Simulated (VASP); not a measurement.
# Ge (Fd-3m) in VASP: a series of runs

Ge is run at these levels: r2SCAN; tasks: single point.

All numbers are computed with VASP 6.6.1; they aren't measurements. Logs are shortened: lines on timing, memory, paths and dates and some standing lists are left out, and cuts for length are marked.

### Step 1. The cell of the first run

The structure is cubic, space group Fd-3m (No. 227). Conventional cell: a = 5.675 Å, b = 5.675 Å, c = 5.675 Å, α = 90.00°, β = 90.00°, γ = 90.00°. Within 3.2 Å of Ge (site symmetry -43m) lie 4 Ge at 2.46 Å.

### Step 2. Single point, r2SCAN

Contents of POSCAR:

```
Ge
1.0
    0.0000000000      2.8374271100      2.8374271100
    2.8374271100      0.0000000000      2.8374271100
    2.8374271100      2.8374271100      0.0000000000
Ge
2
Direct
    0.0000000000      0.0000000000      0.0000000000
    0.2500000000      0.2500000000      0.2500000000
```

Contents of INCAR.step1:

```
PREC = Accurate
ENCUT = 520
ISMEAR = 0
SIGMA = 0.02
LREAL = False
LASPH = True
NELM = 100
NBANDS = 21
GGA = PE
ALGO = Normal
EDIFF = 1E-4
LWAVE = True
LCHARG = False
```

Contents of INCAR.step2:

```
PREC = Accurate
ENCUT = 520
EDIFF = 1E-7
ISMEAR = 0
SIGMA = 0.02
LREAL = False
LASPH = True
NELM = 100
ALGO = Normal
ISIF = 2
LWAVE = False
LCHARG = False
METAGGA = R2SCAN
LMIXTAU = True
NBANDS = 21
ISTART = 1
```

Contents of KPOINTS:

```
Automatic mesh
0
Gamma
  12 12 12
```

Potentials or basis: VASP PAW PBE potentials, release 64 (Ge_d).

Command:

```
> cat potpaw_PBE.64/Ge_d/POTCAR > POTCAR
> cp INCAR.step1 INCAR
> mpirun -np 1 vasp_std > vasp.out
> cp INCAR.step2 INCAR
> mpirun -np 1 vasp_std > vasp.out
```

OUTCAR:

```text
PREC = Accurate
   ENCUT = 520
   EDIFF = 1E-7
   ISMEAR = 0
   LREAL = False
   LASPH = True
   NELM = 100
   ISIF = 2
   METAGGA = R2SCAN
   ISTART = 1

 ion  position               nearest neighbor table
   1  0.000  0.000  0.000-   2 2.46   2 2.46   2 2.46   2 2.46
   2  0.250  0.250  0.250-   1 2.46   1 2.46   1 2.46   1 2.46

  LATTYP: Found a face centered cubic cell.
 ALAT       =     5.6748542200

  Lattice vectors:

 A1 = (   0.0000000000,   2.8374271100,   2.8374271100)
 A2 = (   2.8374271100,   0.0000000000,   2.8374271100)
 A3 = (   2.8374271100,   2.8374271100,   0.0000000000)

Analysis of symmetry for initial positions (statically):
=====================================================================
 Subroutine PRICEL returns:
 Original cell was already a primitive cell.

 Routine SETGRP: Setting up the symmetry group for a
 face centered cubic supercell.

 Subroutine GETGRP returns: Found 48 space group operations
 (whereof 24 operations were pure point group operations)
 out of a pool of 48 trial point group operations.

The static configuration has the point symmetry T_d .
 The point group associated with its full space group is O_h .

Analysis of symmetry for dynamics (positions and initial velocities):
=====================================================================
 Subroutine PRICEL returns:
 Original cell was already a primitive cell.

 Routine SETGRP: Setting up the symmetry group for a
 face centered cubic supercell.

 Subroutine GETGRP returns: Found 48 space group operations
 (whereof 24 operations were pure point group operations)
 out of a pool of 48 trial point group operations.

The dynamic configuration has the point symmetry T_d .
 The point group associated with its full space group is O_h .

 Subroutine INISYM returns: Found 48 space group operations
 (whereof 24 operations are pure point group operations),
 and found     1 'primitive' translations

----------------------------------------------------------------------------------------

                                     Primitive cell

  volume of cell :      45.6882

  direct lattice vectors                    reciprocal lattice vectors
     0.000000000  2.837427110  2.837427110    -0.176215980  0.176215980  0.176215980
     2.837427110  0.000000000  2.837427110     0.176215980 -0.176215980  0.176215980
     2.837427110  2.837427110  0.000000000     0.176215980  0.176215980 -0.176215980

  length of vectors
     4.012727901  4.012727901  4.012727901     0.305215031  0.305215031  0.305215031

  position of ions in fractional coordinates (direct lattice)
     0.000000000  0.000000000  0.000000000
     0.250000000  0.250000000  0.250000000

  ion indices of the primitive-cell ions
   primitive index   ion index
                 1           1
                 2           2

----------------------------------------------------------------------------------------

 KPOINTS: Automatic mesh

Automatic generation of k-mesh.
 Grid dimensions read from file:
 generate k-points for:   12   12   12

 Generating k-lattice:

  Cartesian coordinates                     Fractional coordinates (reciprocal lattice)
    -0.014684665  0.014684665  0.014684665     0.083333333  0.000000000  0.000000000
     0.014684665 -0.014684665  0.014684665     0.000000000  0.083333333  0.000000000
     0.014684665  0.014684665 -0.014684665     0.000000000  0.000000000  0.083333333

  Length of vectors
     0.025434586  0.025434586  0.025434586

  Shift w.r.t. Gamma in fractional coordinates (k-lattice)
     0.000000000  0.000000000  0.000000000

 Subroutine IBZKPT returns following result:
 ===========================================

 Found     72 irreducible k-points:

 Following reciprocal coordinates:
            Coordinates               Weight
  0.000000  0.000000  0.000000      1.000000
  0.083333  0.000000  0.000000      8.000000
  0.166667  0.000000  0.000000      8.000000
  0.250000  0.000000  0.000000      8.000000
  0.333333  0.000000  0.000000      8.000000
  0.416667  0.000000  0.000000      8.000000
[... 16 lines left out ...]
  0.500000  0.166667  0.000000     24.000000
 -0.416667  0.166667  0.000000     24.000000
 [... further k-points ...]
   k-points           NKPTS =     72   k-points in BZ     NKDIM =     72   number of bands    NBANDS=     21
   number of dos      NEDOS =    301   number of ions     NIONS =      2
   total plane-waves  NPLWV =  27000
   dimension x,y,z NGX =    30 NGY =   30 NGZ =   30
   dimension x,y,z NGXF=    60 NGYF=   60 NGZF=   60
   ions per type =               2
   NGX,Y,Z   is equivalent  to a cutoff of  12.43, 12.43, 12.43 a.u.
   NGXF,Y,Z  is equivalent  to a cutoff of  24.86, 24.86, 24.86 a.u.
 SYSTEM =  unknown system
   PREC   = accura    normal or accurate (medium, high low for compatibility)
   ISTART =      1    job   : 0-new  1-cont  2-samecut
   ICHARG =      0    charge: 1-file 2-atom 10-const
   ISPIN  =      1    spin polarized calculation?
   LNONCOLLINEAR =      F non collinear calculations
   LSORBIT =      F    spin-orbit coupling
   LASPH  =      T    aspherical Exc in radial PAW
   ENCUT  =  520.0 eV  38.22 Ry    6.18 a.u.   7.46  7.46  7.46*2*pi/ulx,y,z
   NELM   =    100;   NELMIN=  2; NELMDL=  0     # of ELM steps
   EDIFF  = 0.1E-06   stopping-criterion for ELM
   LREAL  =      F    real-space projection
   EDIFFG = 0.1E-05   stopping-criterion for IOM
   NSW    =      0    number of steps for IOM
   IBRION =     -1    ionic relax: 0-MD 1-quasi-New 2-CG
   NFREE  =      0    steps in history (QN), initial steepest desc. (CG)
   ISIF   =      2    stress and relaxation
   ISYM   =      2    0-nonsym 1-usesym 2-fastsym
   POTIM  = 0.5000    time-step for ionic-motion
   TEBEG  =    0.0;   TEEND  =   0.0 temperature during run
   PSTRESS=    0.0 pullay stress
   NELECT =      28.0000    total number of electrons
   NUPDOWN=      -1.0000    fix difference up-down
   EMIN   =  10.00;   EMAX   =-10.00  energy-range for DOS
   EFERMI =   0.00;   METHOD = LEGACY
   ISMEAR =     0;   SIGMA  =   0.02  broadening in eV -4-tet -1-fermi 0-gaus
   EFERMI_NEDOS =   21; number of points for ismear=-14 and -15
   IALGO  =     38    algorithm
   IMIX   =      4    mixing-type and parameters
     AMIX     =   0.40;   BMIX     =  1.00
     AMIX_MAG =   1.60;   BMIX_MAG =  1.00
  volume/ion in A,a.u.               =      22.84       154.16
  Fermi-wavevector in a.u.,A,eV,Ry     =   1.390570  2.627796 26.309373  1.933684
  Thomas-Fermi vector in A             =   2.514492
   LORBIT       =      0    0 simple, 1 ext, 2 COOP (PROOUT), +10 PAW based schemes
   METAGGA = R2SCAN    functional components
   LHFCALC =     F    Hartree Fock is set to
   AEXX    =    0.0000 exact exchange contribution
   IVDW    =     0    specifies the selected vdW correction
   LEPSILON=     F    determine dielectric tensor
   LRPA    =     F    only Hartree local field effects (RPA)
 non-spin polarized calculation
 Gauss-broadening in eV      SIGMA  =   0.02
  energy-cutoff  :      520.00
  volume of cell :       45.69
 maximum number of plane-waves:      1248
 NGX is ok and might be reduce to    30
   NGX = 15   NGY = 15   NGZ = 15

 number of electron      28.0000014 magnetization

 Free energy of the ion-electron system (eV)
  ---------------------------------------------------
  ext. energy  EPLUGINS =         0.00000000
  ---------------------------------------------------
  free energy    TOTEN  =       -27.74439754 eV

  energy without entropy =      -27.74439754  energy(sigma->0) =      -27.74439754

 E-fermi :   4.9085     XC(G=0): -10.7726

 val. band max:        4.7124494180   @ k =   0.0000   0.0000   0.0000
 cond. band min:       5.0293298216   @ k =   0.0000   0.0000   0.0000
 fundamental gap:      0.3168804035
 Fermi energy:         4.9084788083

 k-point     1 :       0.0000    0.0000    0.0000
  band No.  band energies     occupation
      1     -20.7696      2.00000
      2     -20.7696      2.00000
      3     -20.7695      2.00000
      4     -20.7309      2.00000
      5     -20.7309      2.00000
      6     -20.5182      2.00000
[... 13 lines left out ...]
     20      14.6255      0.00000
     21      14.6255      0.00000

 k-point     2 :       0.0833    0.0000    0.0000
  band No.  band energies     occupation
      1     -20.7739      2.00000
      2     -20.7739      2.00000
      3     -20.7684      2.00000
      4     -20.7250      2.00000
      5     -20.7250      2.00000
      6     -20.5237      2.00000
[... 13 lines left out ...]
     20      14.0849      0.00000
     21      14.0849      0.00000

 k-point     3 :       0.1667    0.0000    0.0000
  band No.  band energies     occupation
      1     -20.7816      2.00000
      2     -20.7816      2.00000
      3     -20.7652      2.00000
      4     -20.7130      2.00000
      5     -20.7130      2.00000
      6     -20.5331      2.00000
[... 13 lines left out ...]
     20      13.5243      0.00000
     21      13.5244      0.00000

 k-point     4 :       0.2500    0.0000    0.0000
  band No.  band energies     occupation
      1     -20.7880      2.00000
      2     -20.7880      2.00000
      3     -20.7608      2.00000
      4     -20.7016      2.00000
      5     -20.7016      2.00000
      6     -20.5412      2.00000
[... 13 lines left out ...]
     20      13.5084      0.00000
     21      13.5084      0.00000

 k-point     5 :       0.3333    0.0000    0.0000
  band No.  band energies     occupation
      1     -20.7920      2.00000
      2     -20.7919      2.00000
      3     -20.7564      2.00000
      4     -20.6934      2.00000
      5     -20.6934      2.00000
      6     -20.5462      2.00000
[... 13 lines left out ...]
     20      14.1754      0.00000
     21      14.1754      0.00000
[... 382 lines left out ...]
     20      15.0393      0.00000
     21      15.5112      0.00000

 k-point    22 :       0.4167    0.1667    0.0000
  band No.  band energies     occupation
      1     -20.8073      2.00000
      2     -20.7943      2.00000
      3     -20.7457      2.00000
      4     -20.6829      2.00000
      5     -20.6621      2.00000
      6     -20.5960      2.00000
[... 13 lines left out ...]
     20      15.4902      0.00000
     21      16.4472      0.00000

 k-point    23 :       0.5000    0.1667    0.0000
  band No.  band energies     occupation
      1     -20.8113      2.00000
      2     -20.7979      2.00000
      3     -20.7347      2.00000
      4     -20.6739      2.00000
      5     -20.6658      2.00000
      6     -20.5888      2.00000
[... 13 lines left out ...]
     20      16.3844      0.00000
     21      16.5499      0.00000

 k-point    24 :      -0.4167    0.1667    0.0000
  band No.  band energies     occupation
      1     -20.8115      2.00000
      2     -20.8004      2.00000
      3     -20.7290      2.00000
      4     -20.6752      2.00000
      5     -20.6674      2.00000
      6     -20.5751      2.00000
[... 13 lines left out ...]
     20      14.9119      0.00000
     21      15.6990      0.00000

 [... further k-points ...]

------------------------ aborting loop because EDIFF is reached ----------------------------------------

  FORCE on cell =-STRESS in cart. coord.  units (eV):
  Direction    XX          YY          ZZ          XY          YZ          ZX
  --------------------------------------------------------------------------------------
  -------------------------------------------------------------------------------------
  Total        0.0138550      0.0138550      0.0138550      0.0000000      0.0000000      0.0000000
  in kB        0.4858635      0.4858635      0.4858635      0.0000000      0.0000000      0.0000000
  external PRESSURE =       0.4858635 kB  Pullay stress =       0.0000000 kB

 VOLUME and BASIS-vectors are now :
 -----------------------------------------------------------------------------
  energy-cutoff  :      520.00
  volume of cell :       45.69
      direct lattice vectors                 reciprocal lattice vectors
     0.000000000  2.837427110  2.837427110    -0.176215980  0.176215980  0.176215980
     2.837427110  0.000000000  2.837427110     0.176215980 -0.176215980  0.176215980
     2.837427110  2.837427110  0.000000000     0.176215980  0.176215980 -0.176215980

 POSITION                                       TOTAL-FORCE (eV/Angst)
 -----------------------------------------------------------------------------------
      0.00000      0.00000      0.00000         0.000000      0.000000      0.000000
      1.41871      1.41871      1.41871        -0.000000     -0.000000     -0.000000
 -----------------------------------------------------------------------------------
    total drift:                                0.000000      0.000000      0.000000

  FREE ENERGIE OF THE ION-ELECTRON SYSTEM (eV)
  ---------------------------------------------------
  free  energy   TOTEN  =       -27.7443975410 eV

  energy  without entropy=      -27.7443975410  energy(sigma->0) =      -27.74439754
```

It took 1.8 min on 1 thread of Intel Xeon Platinum 8559C (Emerald Rapids), shared host; peak memory 0.19 GiB.

What came out:

```yaml
Free_energy: -27.7444 eV
Pressure: 0.0 GPa
Band_gap_on_the_k_mesh: 0.32 eV, direct
```

Caveat: the PAW data sets were made with another functional, which shifts forces and pressure a little. A k mesh can miss the band edges.

### Step 3. Single point, r2SCAN

POSCAR is that of step 2.

Contents of INCAR.step1:

```
SYSTEM = Ge
  ALGO = Normal
  EDIFF = 1E-4
  ENCUT = 520
  GGA = PE
  ISMEAR = 0
  LASPH = .True.
  LCHARG = .False.
  LREAL = .False.
  LWAVE = .True.
  NBANDS = 21
  NELM = 60
  PREC = Accurate
  SIGMA = 0.02
```

Contents of INCAR.step2:

```
SYSTEM = Ge
  ALGO = Normal
  EDIFF = 1E-6
  ENCUT = 520
  ISIF = 2
  ISMEAR = 0
  ISTART = 1
  LASPH = .True.
  LCHARG = .False.
  LMIXTAU = .True.
  LREAL = .False.
  LWAVE = .False.
  METAGGA = R2SCAN
  NBANDS = 21
  NELM = 60
  PREC = Accurate
  SIGMA = 0.02
```

Contents of KPOINTS:

```
k-points
0
Gamma
  12 12 12
  0 0 0
```

Potentials or basis: VASP PAW PBE potentials, release 64 (Ge_d).

Command:

```
> cat potpaw_PBE.64/Ge_d/POTCAR > POTCAR
> cp INCAR.step1 INCAR
> mpirun -np 1 vasp_std > vasp.out
> cp INCAR.step2 INCAR
> mpirun -np 1 vasp_std > vasp.out
```

Run time: 1.7 min. Hardware: 1 thread of Intel Xeon Platinum 8559C (Emerald Rapids), shared host; peak memory 0.19 GiB.

The run converged. Its results:

```
Free energy            : -27.7444 eV
Pressure               : 0.1 GPa
Band gap on the k mesh : 0.32 eV, direct
```

Levels at points of the mesh, in eV from the valence-band top:
```
           k point  band 12  band 13  band 14  band 15  band 16  band 17
(0.00, 0.00, 0.00)     0.00     0.00     0.00     0.32     2.71     2.71
(0.50, 0.00, 0.00)    -7.82    -1.47    -1.47     0.41     3.99     3.99
(0.50, 0.50, 0.00)    -9.18    -3.19    -3.19     0.98     0.98    10.03
```

Caveat: the PAW data sets were made with another functional, which shifts forces and pressure a little. A k mesh can miss the band edges.
